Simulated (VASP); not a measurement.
A run of VASP 6.6.1 is set up as follows.

INCAR

```
SYSTEM = ZnGeO2
ALGO     = Normal         ! electronic algorithm
EDIFF    = 1E-6           ! SCF threshold, eV
ENCUT    = 520            ! plane-wave cutoff, eV
GGA      = PE             ! functional
ISIF     = 2              ! what is computed and relaxed
ISMEAR   = 0              ! smearing method
LASPH    = .True.         ! aspherical terms in the spheres
LCHARG   = .True.         ! write CHGCAR
LELF     = .True.         ! ELF
LREAL    = .False.        ! projectors in reciprocal space
LVHAR    = .True.       
LWAVE    = .False.        ! write WAVECAR
NBANDS   = 27             ! bands
NELM     = 60             ! most SCF steps
PREC     = Accurate       ! precision mode
SIGMA    = 0.1            ! smearing width, eV
```

KPOINTS

```
k-points
0
Gamma
  6 6 4
  0 0 0
```

POSCAR

```
ZnGeO2
1.0
    3.4470524220      0.0000000000      0.0000000000
    0.0000000000      3.4470524220      0.0000000000
    0.0000000000      0.0000000000      4.8501951191
Zn Ge O
1 1 2
Direct
    0.5000000000      0.5000000000      0.5000000000
    0.0000000000      0.0000000000      0.0000000000
    0.0000000000      0.5000000000      0.2815091444
    0.5000000000      0.0000000000      0.7184908556
```

Potentials or basis: VASP PAW PBE potentials, release 64 (Zn, Ge_d, O).

Command:

```bash
$ cat potpaw_PBE.64/Zn/POTCAR potpaw_PBE.64/Ge_d/POTCAR potpaw_PBE.64/O/POTCAR > POTCAR
$ mpirun -np 1 vasp_std > vasp.out
```

**Question.** Estimate the pressure.

**Answer.** 0.4 GPa.

**Question.** Predict the band gap on the k mesh.

**Answer.** Zero (bands 19 and 20 overlap by 0.12 eV).

**Question.** Predict the largest force.

**Answer.** 0.030 eV/Å.

Forces on the atoms (eV/Å):
```
Zn   0.000  0.000  0.000
Ge   0.000  0.000  0.000
O    0.000  0.000 -0.030
O    0.000  0.000  0.030
```
